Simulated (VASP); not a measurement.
# GaN (Fm-3m) in VASP: settings compared, part 2 of 2

VASP 6.6.1.

### 3 Single point, HSE06

POSCAR

```
GaN
1.0
    0.0000000000      2.1085152350      2.1085152350
    2.1085152350      0.0000000000      2.1085152350
    2.1085152350      2.1085152350      0.0000000000
Ga N
1 1
Direct
    0.0000000000      0.0000000000      0.0000000000
    0.5000000000      0.5000000000      0.5000000000
```

INCAR.step1

```
SYSTEM = GaN
  ALGO = Normal
  EDIFF = 1E-5
  ENCUT = 520
  GGA = PE
  ISIF = 2
  ISMEAR = 0
  LASPH = .True.
  LCHARG = .False.
  LREAL = .False.
  LWAVE = .True.
  NBANDS = 16
  NELM = 100
  PREC = Accurate
  SIGMA = 0.01
```

INCAR.step2

```
SYSTEM = GaN
  ALGO = Normal
  EDIFF = 1E-6
  ENCUT = 520
  GGA = PE
  HFSCREEN = 0.2079
  ISIF = 2
  ISMEAR = 0
  ISTART = 1
  LASPH = .True.
  LCHARG = .False.
  LHFCALC = .True.
  LREAL = .False.
  LWAVE = .False.
  NBANDS = 16
  NELM = 100
  PREC = Accurate
  PRECFOCK = Normal
  SIGMA = 0.01
```

KPOINTS

```
k-points
0
Gamma
  6 6 6
  0 0 0
```

Potentials or basis: VASP PAW PBE potentials, release 64 (Ga_d, N).

Command:

```console
cat potpaw_PBE.64/Ga_d/POTCAR potpaw_PBE.64/N/POTCAR > POTCAR
cp INCAR.step1 INCAR
mpirun -np 1 vasp_std > vasp.out
cp INCAR.step2 INCAR
mpirun -np 1 vasp_std > vasp.out
```

OUTCAR:

```text
SYSTEM = GaN
   EDIFF = 1E-6
   ENCUT = 520
   GGA = PE
   HFSCREEN = 0.2079
   ISIF = 2
   ISMEAR = 0
   ISTART = 1
   LASPH = .True.
   LHFCALC = .True.
   LREAL = .False.
   NELM = 100
   PREC = Accurate
   PRECFOCK = Normal

 ion  position               nearest neighbor table
   1  0.000  0.000  0.000-   2 2.11   2 2.11   2 2.11   2 2.11   2 2.11   2 2.11
   2  0.500  0.500  0.500-   1 2.11   1 2.11   1 2.11   1 2.11   1 2.11   1 2.11

  LATTYP: Found a face centered cubic cell.
[... 494 lines left out ...]

  FORCE on cell =-STRESS in cart. coord.  units (eV):
  Direction    XX          YY          ZZ          XY          YZ          ZX
  --------------------------------------------------------------------------------------
  -------------------------------------------------------------------------------------
  Total       -0.0469166     -0.0469166     -0.0469166      0.0000000      0.0000000      0.0000000
  in kB       -4.0093762     -4.0093762     -4.0093762      0.0000000      0.0000000      0.0000000
  external PRESSURE =      -4.0093762 kB  Pullay stress =       0.0000000 kB

 VOLUME and BASIS-vectors are now :
 -----------------------------------------------------------------------------
  energy-cutoff  :      520.00
  volume of cell :       18.75
      direct lattice vectors                 reciprocal lattice vectors
     0.000000000  2.108515235  2.108515235    -0.237133691  0.237133691  0.237133691
     2.108515235  0.000000000  2.108515235     0.237133691 -0.237133691  0.237133691
     2.108515235  2.108515235  0.000000000     0.237133691  0.237133691 -0.237133691

 POSITION                                       TOTAL-FORCE (eV/Angst)
 -----------------------------------------------------------------------------------
      0.00000      0.00000      0.00000         0.000000      0.000000     -0.000000
      2.10852      2.10852      2.10852        -0.000000     -0.000000      0.000000
 -----------------------------------------------------------------------------------
    total drift:                               -0.000000     -0.000000     -0.000000

  FREE ENERGIE OF THE ION-ELECTRON SYSTEM (eV)
  ---------------------------------------------------
  free  energy   TOTEN  =       -13.7799366186 eV

  energy  without entropy=      -13.7799366186  energy(sigma->0) =      -13.77993662
```

OUTCAR.step1:

```text
SYSTEM = GaN
   EDIFF = 1E-5
   ENCUT = 520
   GGA = PE
   ISIF = 2
   ISMEAR = 0
[... 516 lines left out ...]
      0.00000      0.00000      0.00000        -0.000000      0.000000      0.000000
      2.10852      2.10852      2.10852         0.000000     -0.000000     -0.000000
 -----------------------------------------------------------------------------------
    total drift:                                0.000000     -0.000000     -0.000000

  FREE ENERGIE OF THE ION-ELECTRON SYSTEM (eV)
  ---------------------------------------------------
  free  energy   TOTEN  =       -11.1724756093 eV

  energy  without entropy=      -11.1724756093  energy(sigma->0) =      -11.17247561
```

OSZICAR.step1:

```text
N       E                     dE             d eps       ncg     rms          rms(c)
DAV:   1     0.707925804585E+02    0.70793E+02   -0.91649E+03   584   0.209E+03
DAV:   2    -0.878189954981E+01   -0.79574E+02   -0.73797E+02   600   0.312E+02
DAV:   3    -0.129798475852E+02   -0.41979E+01   -0.41889E+01   568   0.619E+01
DAV:   4    -0.130147647298E+02   -0.34917E-01   -0.34915E-01   680   0.597E+00
DAV:   5    -0.130151182192E+02   -0.35349E-03   -0.35349E-03   584   0.554E-01    0.738E+00
DAV:   6    -0.111964674925E+02    0.18187E+01   -0.43655E+00   744   0.400E+01    0.237E+00
DAV:   7    -0.111872961443E+02    0.91713E-02   -0.21845E-01   560   0.503E+00    0.158E+00
DAV:   8    -0.111742198642E+02    0.13076E-01   -0.30604E-02   616   0.211E+00    0.513E-01
DAV:   9    -0.111724549460E+02    0.17649E-02   -0.59877E-03   616   0.184E+00    0.107E-01
DAV:  10    -0.111724814840E+02   -0.26538E-04   -0.49703E-04   592   0.255E-01    0.164E-02
DAV:  11    -0.111724756093E+02    0.58747E-05   -0.34968E-05   600   0.638E-02
   1 F= -.11172476E+02 E0= -.11172476E+02  d E =-.110162E-32
```

Run time: 29 min. Hardware: 1 thread of Intel Xeon Platinum 8375C at 2.90GHz (Ice Lake), shared host; peak memory 0.25 GiB.

What came out:

- Free energy: -13.7799 eV
- Pressure: -0.4 GPa
- Band gap on the k mesh: 1.89 eV (least direct gap 4.16 eV)

Caveat: the k points lie up to 0.43 Å⁻¹ apart; the structure was generated, so it needn't be the stable form of GaN; the PAW data sets were made with another functional, which shifts forces and pressure a little.

### 4 Single point, PBE-based screened hybrid with 40 % exact exchange

POSCAR is that of step 3.

INCAR.step1

```
PREC     = Accurate       # precision mode
ENCUT    = 520            # plane-wave cutoff, eV
EDIFF    = 1E-5           # SCF threshold, eV
ISMEAR   = 0              # smearing method
SIGMA    = 0.01           # smearing width, eV
LREAL    = F              # projectors in reciprocal space
LASPH    = T              # aspherical terms in the spheres
NELM     = 80             # most SCF steps
ALGO     = Normal         # electronic algorithm
ISIF     = 2              # what is computed and relaxed
LWAVE    = T              # write WAVECAR
LCHARG   = F              # write CHGCAR
NBANDS   = 16             # bands
GGA      = PE             # functional
```

INCAR.step2

```
PREC     = Accurate       # precision mode
ENCUT    = 520            # plane-wave cutoff, eV
EDIFF    = 1E-6           # SCF threshold, eV
ISMEAR   = 0              # smearing method
SIGMA    = 0.01           # smearing width, eV
LREAL    = F              # projectors in reciprocal space
LASPH    = T              # aspherical terms in the spheres
NELM     = 80             # most SCF steps
ALGO     = Normal         # electronic algorithm
ISIF     = 2              # what is computed and relaxed
LWAVE    = F              # write WAVECAR
LCHARG   = F              # write CHGCAR
GGA      = PE             # functional
LHFCALC  = T              # exact exchange
AEXX     = 0.4            # exact-exchange fraction
HFSCREEN = 0.5            # screening, 1/A
PRECFOCK = Normal       
NBANDS   = 16             # bands
ISTART   = 1
```

KPOINTS

```
regular mesh
0
Gamma
  6 6 6
```

Command:

```console
cat potpaw_PBE.64/Ga_d/POTCAR potpaw_PBE.64/N/POTCAR > POTCAR
cp INCAR.step1 INCAR
mpirun -np 1 vasp_std > vasp.out
cp INCAR.step2 INCAR
mpirun -np 1 vasp_std > vasp.out
```

It took 34 min on 1 thread of Intel Xeon Platinum 8375C at 2.90GHz (Ice Lake), shared host; peak memory 0.25 GiB.

Results (log left out):

```
Free energy            : -13.8144 eV
Pressure               : -2.1 GPa
Band gap on the k mesh : 1.82 eV (least direct gap 4.03 eV)
```

Levels at points of the mesh, in eV from the valence-band top:
```csv
k point,band 5,band 6,band 7,band 8,band 9,band 10,band 11,band 12,band 13,band 14
"(0.00, 0.00, 0.00)",-17.21,-17.21,-0.50,-0.50,-0.50,3.53,16.00,16.00,16.00,17.48
"(0.50, 0.00, 0.00)",-17.02,-16.12,-8.95,-0.24,-0.24,5.84,10.55,10.55,11.60,18.04
"(0.50, 0.50, 0.00)",-16.96,-13.21,-7.76,-3.31,-3.31,1.82,8.73,14.04,16.79,16.79
```

Caveat: the k points lie up to 0.43 Å⁻¹ apart; the structure was generated, so it needn't be the stable form of GaN; the PAW data sets were made with another functional, which shifts forces and pressure a little.

### 5 The runs side by side

```csv
level,k mesh,grid for exact exchange (PRECFOCK),share of exact exchange,screening parameter,gap on the mesh (eV),pressure (GPa)
PBE,3 × 3 × 3,-,-,-,2.51,8.5
HSE06,6 × 6 × 6,Normal,0.25,0.2079 1/Å,1.89,-0.4
PBE-based screened hybrid with 40 % exact exchange,6 × 6 × 6,Normal,0.4,0.5 1/Å,1.82,-2.1
```

Alike in all rows: task single point; potentials or basis VASP PAW PBE potentials, release 64 (Ga_d, N); no spin polarisation; cell as given; cutoff (eV) 520; smearing gaussian 0.01 eV.

Caveats: all runs use coarse meshes; the structure was generated, so it needn't be the stable form of GaN; the PAW data sets were made with another functional, which shifts forces and pressure a little (at least some runs); an odd mesh through Γ misses points on the zone boundary, where band edges can lie (at least some runs).

Absolute energies hang on the potentials; compare differences alone.
